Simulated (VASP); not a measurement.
A run of VASP 6.6.1 is set up as follows.

Contents of INCAR:

```
PREC = Accurate
ENCUT = 520
EDIFF = 1E-6
ISMEAR = 0
SIGMA = 0.01
LREAL = F
LASPH = T
NELM = 100
ALGO = Normal
ISIF = 2
LWAVE = F
LCHARG = T
GGA = PE
LELF = T
LVHAR = T
ISYM = 0
NBANDS = 17
```

Contents of KPOINTS:

```
Automatic mesh
0
Gamma
  6 6 6
  0 0 0.5
```

File POSCAR:

```
TePb
1.0
    0.0000000000      3.2678368418      3.2678368418
    3.2678368418      0.0000000000      3.2678368418
    3.2678368418      3.2678368418      0.0000000000
Pb Te
1 1
Direct
    0.0000000000      0.0000000000      0.0000000000
    0.5000000000      0.5000000000      0.5000000000
```

Potentials or basis: VASP PAW PBE potentials, release 64 (Pb_d, Te).

Command:

```console
$ cat potpaw_PBE.64/Pb_d/POTCAR potpaw_PBE.64/Te/POTCAR > POTCAR
$ mpirun -np 1 vasp_std > vasp.out
```

Q: Estimate the pressure.

A: 0.5 GPa.

Q: Predict the band gap on the k mesh.

A: 1.14 eV, direct.

Caveat: spin-orbit coupling is left out, which moves the levels of the heavy elements. A k mesh can miss the band edges.
